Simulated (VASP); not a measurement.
# HfSi3W (I4mm) in VASP: further runs, part 2 of 2

VASP 6.6.1. The steps go on from the part before.

## (3) Single point, PBE

This run uses another cell than the first one, of 15.29 Å³/atom.

INCAR reads:

```
PREC = Accurate ; ENCUT = 500
EDIFF = 1E-6 ; ISMEAR = 0
SIGMA = 0.1 ; LREAL = F
LASPH = T ; NELM = 120
ALGO = Normal ; ISIF = 2
LWAVE = F ; LCHARG = F
GGA = PE ; NBANDS = 26
GGA_COMPAT = F
```

KPOINTS reads:

```
regular mesh
0
Gamma
  8 8 8
```

POSCAR reads:

```
HfSi3W
1.0
   -1.6027997213      1.6027997213      7.4415450103
    1.6027997213     -1.6027997213      7.4415450103
    1.6027997213      1.6027997213     -7.4415450103
Hf Si W
1 3 1
Direct
    0.0054967170      0.0054967170      0.0000000000
    0.3813324931      0.3813324931      0.0000000000
    0.6190163614      0.6190163614      0.0000000000
    0.2031785088      0.2031785088      0.0000000000
    0.7909759196      0.7909759196      0.0000000000
```

Potentials or basis: VASP PAW PBE potentials, release 64 (Hf_pv, Si, W_sv).

The run is started by

```sh
cat potpaw_PBE.64/Hf_pv/POTCAR potpaw_PBE.64/Si/POTCAR potpaw_PBE.64/W_sv/POTCAR > POTCAR
mpirun -np 1 vasp_std > vasp.out
```

OUTCAR:

```text
PREC = Accurate
   ENCUT = 500
   EDIFF = 1E-6
   ISMEAR = 0
   LREAL = F
   LASPH = T
   NELM = 120
   ISIF = 2
   GGA = PE

 ion  position               nearest neighbor table
   1  0.005  0.005  0.000-   3 2.83   3 2.83   3 2.83   3 2.83   2 2.92   2 2.92   2 2.92   2 2.92
                             4 2.94   5 3.19
   2  0.381  0.381  0.000-   5 2.64   5 2.64   5 2.64   5 2.64   4 2.65   1 2.92   1 2.92   1 2.92
                             1 2.92
   3  0.619  0.619  0.000-   5 2.56   4 2.59   4 2.59   4 2.59   4 2.59   1 2.83   1 2.83   1 2.83
                             1 2.83
   4  0.203  0.203  0.000-   3 2.59   3 2.59   3 2.59   3 2.59   5 2.62   5 2.62   5 2.62   5 2.62
                             2 2.65   1 2.94
   5  0.791  0.791  0.000-   3 2.56   4 2.62   4 2.62   4 2.62   4 2.62   2 2.64   2 2.64   2 2.64
                             2 2.64   1 3.19

  LATTYP: Found a body centered tetragonal cell.
 ALAT       =     3.2055994426
 C/A-ratio  =     4.6428414676

  Lattice vectors:

 A1 = (  -1.6027997213,   1.6027997213,   7.4415450103)
 A2 = (   1.6027997213,  -1.6027997213,   7.4415450103)
 A3 = (   1.6027997213,   1.6027997213,  -7.4415450103)

Analysis of symmetry for initial positions (statically):
=====================================================================
 Subroutine PRICEL returns:
 Original cell was already a primitive cell.

 Routine SETGRP: Setting up the symmetry group for a
 body centered tetragonal supercell.

 Subroutine GETGRP returns: Found  8 space group operations
 (whereof  8 operations were pure point group operations)
 out of a pool of 16 trial point group operations.

The static configuration has the point symmetry C_4v.

Analysis of symmetry for dynamics (positions and initial velocities):
=====================================================================
 Subroutine PRICEL returns:
 Original cell was already a primitive cell.

[... 128 lines left out ...]
   ISMEAR =     0;   SIGMA  =   0.10  broadening in eV -4-tet -1-fermi 0-gaus
   EFERMI_NEDOS =   21; number of points for ismear=-14 and -15
   IALGO  =     38    algorithm
   IMIX   =      4    mixing-type and parameters
     AMIX     =   0.40;   BMIX     =  1.00
     AMIX_MAG =   1.60;   BMIX_MAG =  1.00
  volume/ion in A,a.u.               =      15.29       103.21
  Fermi-wavevector in a.u.,A,eV,Ry     =   1.273547  2.406656 22.067603  1.621923
  Thomas-Fermi vector in A             =   2.406365
   LORBIT       =      0    0 simple, 1 ext, 2 COOP (PROOUT), +10 PAW based schemes
   GGA     = PE    functional components
   LHFCALC =     F    Hartree Fock is set to
   AEXX    =    0.0000 exact exchange contribution
   IVDW    =     0    specifies the selected vdW correction
   LEPSILON=     F    determine dielectric tensor
   LRPA    =     F    only Hartree local field effects (RPA)
 non-spin polarized calculation
 Gauss-broadening in eV      SIGMA  =   0.10
  energy-cutoff  :      500.00
  volume of cell :       76.47
 maximum number of plane-waves:      1968
 NGX is ok and might be reduce to    60
   NGX = 29   NGY = 29   NGZ = 29

 number of electron      36.0000001 magnetization

 Free energy of the ion-electron system (eV)
  ---------------------------------------------------
  ext. energy  EPLUGINS =         0.00000000
  ---------------------------------------------------
  free energy    TOTEN  =       -40.49709697 eV

  energy without entropy =      -40.48886451  energy(sigma->0) =      -40.49298074

 E-fermi :   9.3718     XC(G=0): -11.9792

 val. band max:        9.3697206794   @ k =  -0.1250  -0.1250   0.1250
 cond. band min:       9.4052411672   @ k =  -0.1250   0.1250   0.0000
 fundamental gap:      0.0355204879
 Fermi energy:         9.3718387188

 k-point     1 :       0.0000    0.0000    0.0000
  band No.  band energies     occupation
      1     -64.1610      2.00000
      2     -28.4006      2.00000
      3     -28.3858      2.00000
      4     -28.3858      2.00000
      5     -21.1596      2.00000
      6     -20.9368      2.00000
[... 685 lines left out ...]
     25      14.1237      0.00000
     26      14.4092      0.00000

 [... further k-points ...]
[... 5 lines left out ...]
  --------------------------------------------------------------------------------------
  -------------------------------------------------------------------------------------
  Total        0.0608441      0.0608441      0.1316230      0.0000000      0.0000000      0.0000000
  in kB        1.2748162      1.2748162      2.7577865      0.0000000      0.0000000      0.0000000
  external PRESSURE =       1.7691396 kB  Pullay stress =       0.0000000 kB

 VOLUME and BASIS-vectors are now :
 -----------------------------------------------------------------------------
  energy-cutoff  :      500.00
  volume of cell :       76.47
      direct lattice vectors                 reciprocal lattice vectors
    -1.602799721  1.602799721  7.441545010     0.000000000  0.311954135  0.067190348
     1.602799721 -1.602799721  7.441545010     0.311954135  0.000000000  0.067190348
     1.602799721  1.602799721 -7.441545010     0.311954135  0.311954135  0.000000000

 POSITION                                       TOTAL-FORCE (eV/Angst)
 -----------------------------------------------------------------------------------
      0.00000      0.00000      0.08181         0.000000      0.000000      0.080080
      0.00000      0.00000      5.67541        -0.000000     -0.000000     -0.010764
      0.00000      0.00000      9.21288         0.000000      0.000000     -0.018181
      0.00000      0.00000      3.02392        -0.000000     -0.000000     -0.051575
      0.00000      0.00000     11.77217        -0.000000     -0.000000      0.000439
 -----------------------------------------------------------------------------------
    total drift:                               -0.000000     -0.000000     -0.000566

  FREE ENERGIE OF THE ION-ELECTRON SYSTEM (eV)
  ---------------------------------------------------
  free  energy   TOTEN  =       -40.4970969745 eV

  energy  without entropy=      -40.4888645119  energy(sigma->0) =      -40.49298074
```

OSZICAR:

```text
N       E                     dE             d eps       ncg     rms          rms(c)
DAV:   1     0.209609895171E+03    0.20961E+03   -0.18519E+04  3428   0.130E+03
DAV:   2    -0.314759878186E+02   -0.24109E+03   -0.23309E+03  3362   0.340E+02
DAV:   3    -0.420604859573E+02   -0.10584E+02   -0.10226E+02  4094   0.600E+01
DAV:   4    -0.422320243334E+02   -0.17154E+00   -0.17081E+00  3640   0.767E+00
DAV:   5    -0.422340384422E+02   -0.20141E-02   -0.20120E-02  4042   0.922E-01    0.481E+01
DAV:   6    -0.407282025329E+02    0.15058E+01   -0.74111E+00  3762   0.142E+01    0.278E+01
DAV:   7    -0.410844431869E+02   -0.35624E+00   -0.57729E+00  3920   0.102E+01    0.134E+01
DAV:   8    -0.406331040685E+02    0.45134E+00   -0.60704E+00  3838   0.985E+00    0.205E+00
DAV:   9    -0.404971277002E+02    0.13598E+00   -0.69605E-01  4028   0.371E+00    0.132E+00
DAV:  10    -0.404976743255E+02   -0.54663E-03   -0.37707E-02  3680   0.931E-01    0.118E+00
DAV:  11    -0.404972760723E+02    0.39825E-03   -0.50874E-03  3902   0.336E-01    0.454E-01
DAV:  12    -0.404971100958E+02    0.16598E-03   -0.12399E-03  3656   0.183E-01    0.294E-01
DAV:  13    -0.404971037928E+02    0.63030E-05   -0.58736E-05  3928   0.391E-02    0.120E-01
DAV:  14    -0.404970969601E+02    0.68327E-05   -0.28504E-05  3696   0.266E-02    0.317E-02
DAV:  15    -0.404970969745E+02   -0.14381E-07   -0.37816E-06  3676   0.932E-03
   1 F= -.40497097E+02 E0= -.40492981E+02  d E =-.823246E-02
```

It took 13 min on 1 thread of Intel Xeon 8259CL, shared host; peak memory 0.53 GiB.

Results:

```yaml
Free_energy: -40.4971 eV
Pressure: 0.2 GPa
Largest_force: 0.080 eV/Å
Band_gap_on_the_k_mesh: zero (bands 18 and 19 overlap by 1.18 eV)
```

Forces in eV/Å, atoms in the order of the input:
```
Hf   0.000  0.000  0.080
Si   0.000  0.000 -0.011
Si   0.000  0.000 -0.018
Si   0.000  0.000 -0.052
W    0.000  0.000  0.000
```

Levels at points of the mesh, in eV from the Fermi level:
| k point | band 16 | band 17 | band 18 | band 19 | band 20 | band 21 |
| --- | --- | --- | --- | --- | --- | --- |
| (0.00, 0.00, 0.00) | -1.24 | -0.10 | -0.10 | 0.86 | 1.18 | 3.29 |
| (0.50, 0.00, 0.00) | -1.88 | -1.01 | -0.17 | 0.93 | 2.45 | 3.09 |
| (0.50, 0.50, 0.00) | -1.96 | -1.72 | -1.29 | 0.50 | 1.74 | 2.08 |
| (0.50, 0.50, 0.50) | -1.12 | 0.78 | 0.78 | 1.18 | 1.83 | 1.83 |

Caveat: spin-orbit coupling is left out, which moves the levels of the heavy elements.

The gap in the log of VASP goes by the Fermi energy; the results here count the filled bands.